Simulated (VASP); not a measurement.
Runs of VASP 6.6.1 on SiC. The structure is that of space group F-43m (No. 216), or close to it. The cells are those of the table. 

| level | cell | gap on the mesh (eV) | pressure (GPa) |
| --- | --- | --- | --- |
| PBEsol | a = 3.081 Å, angles 60.0°, 2 atoms | 1.23 | 0.4 |
| r2SCAN+D4 | a = 3.074 Å, angles 60.0°, 2 atoms | (c) | -0.2 |
| PBEsol+D3(BJ) | a = 3.063 Å, angles 60.0°, 2 atoms | 1.22 | 0.4 |
| revPBE+D3(BJ) | a = 3.023 Å, angles 60.0°, 2 atoms | 1.30 | 9.5 |
| revPBE+D3(BJ) | a = 3.064 Å, angles 60.0°, 2 atoms | 1.34 | (b) |
| r2SCAN+D4 | a = 3.114 Å, angles 60.0°, 2 atoms | 1.74 | -8.5 |
| revPBE+D3(BJ) | a = 3.074 Å, angles 60.0°, 2 atoms | (a) | -2.6 |
| PBEsol+D3(BJ) | a = 3.057 Å, angles 60.0°, 2 atoms | 1.21 | 1.7 |
| PBEsol | a = 3.101 Å, angles 60.0°, 2 atoms | 1.25 | -3.9 |
| PBEsol+D3(BJ) | a = 3.103 Å, angles 60.0°, 2 atoms | 1.25 | -8.0 |
| revPBE+D3(BJ) | a = 3.059 Å, angles 60.0°, 2 atoms | 1.34 | 0.7 |
| PBEsol | a = 3.074 Å, angles 60.0°, 2 atoms | 1.23 | 1.7 |

Alike in all rows: task single point; potentials or basis VASP PAW PBE potentials, release 64 (Si, C); no spin polarisation; k mesh 10 × 10 × 10; cutoff (eV) 520; smearing gaussian 0.05 eV.

Q: Fill in the values left out.

A: (a) 1.35; (b) -0.4; (c) 1.72.

Caveats: the PAW data sets were made with another functional, which shifts forces and pressure a little.

A k mesh can miss the band edges.
